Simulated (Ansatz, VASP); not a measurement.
# One calculation of SiC, two programs

The input POSCAR:

```
SiC
1.0
    3.0753562392      0.0000000000      0.0000000000
   -1.5376781196      2.6633366288      0.0000000000
    0.0000000000      0.0000000000      5.0481080910
Si C
2 2
Direct
    0.3333333333      0.6666666667     -0.0004083989
    0.6666666667      0.3333333333      0.4995916011
    0.3333333333      0.6666666667      0.3754083989
    0.6666666667      0.3333333333      0.8754083989
```

Contents of INCAR.step1:

```
SYSTEM = SiC
PREC = Accurate
ENCUT = 520
EDIFF = 1E-5
ISMEAR = 0
SIGMA = 0.01
LREAL = .FALSE.
LASPH = .TRUE.
NELM = 60
ALGO = Normal
ISIF = 2
LWAVE = .TRUE.
LCHARG = .FALSE.
NBANDS = 16
GGA = PE
```

INCAR.step2

```
SYSTEM = SiC
PREC = Accurate
ENCUT = 520
EDIFF = 1E-6
ISMEAR = 0
SIGMA = 0.01
LREAL = .FALSE.
LASPH = .TRUE.
NELM = 60
ALGO = Normal
ISIF = 2
LWAVE = .FALSE.
LCHARG = .FALSE.
GGA = PE
LHFCALC = .TRUE.
HFSCREEN = 0.2079
PRECFOCK = Normal
NBANDS = 16
ISTART = 1
```

KPOINTS

```
Automatic mesh
0
G
  6 6 4
  0 0 0
```

Input for Ansatz:

```yaml
crystal:
  lattice:
    - [3.0753562392, 0.0, 0.0]
    - [-1.5376781196, 2.6633366288, 0.0]
    - [0.0, 0.0, 5.048108091]
  atoms:
    - { symbol: Si, position: [0.3333333333, 0.6666666667, -0.0004083989] }
    - { symbol: Si, position: [0.6666666667, 0.3333333333, 0.4995916011] }
    - { symbol: C, position: [0.3333333333, 0.6666666667, 0.3754083989] }
    - { symbol: C, position: [0.6666666667, 0.3333333333, 0.8754083989] }
kpoints:
  mp_grid: { grid: [6, 6, 4] }
  band_path:
    path:
      - [0.0, 0.0, 0.0]
      - [0.5, 0.0, 0.0]
      - [0.3333333333, 0.3333333333, 0.0]
      - [0.0, 0.0, 0.5]
      - [0.5, 0.0, 0.5]
      - [0.3333333333, 0.3333333333, 0.5]
    npoints: 1
hamiltonian:
  xc: hse06
scf:
  occupations: { method: fixed }
  n_extra_bands: 5
output:
  forces: true
  stress: true
  eigenvalues: true
```

Alike in both runs: task single point; functional HSE06; k mesh 6 × 6 × 4; no spin polarisation.

|  | VASP | Ansatz |
| --- | --- | --- |
| version | VASP 6.6.1 | Ansatz 0.2.0 |
| potentials or method | VASP PAW PBE potentials, release 64 (Si, C) | plane waves, PAW |
| plane-wave cutoff (eV) | 520 | 420 |
| occupations | gaussian, width 0.01 eV | fixed |
| valence electrons in the cell | 16 | 16 |

Ansatz gave:

| Item | Value |
| --- | --- |
| gap on the k mesh at the Fermi level (eV) | 3.16 |
| pressure (GPa) | -1.2 |
| traceless stress, the component that is largest in VASP (GPa) | -0.34 |
| rms of the force components (eV/Å) | 0.011 |

Which values does VASP return?

gap on the k mesh at the Fermi level (eV): 3.16; pressure (GPa): -1.6; traceless stress, the component that is largest in VASP (GPa): -0.30; rms of the force components (eV/Å): 0.010.

Atom by atom the forces differ by 0.000 eV/Å (rms over components). Ansatz's warnings: stress exchange threshold loose, stress scf threshold loose.
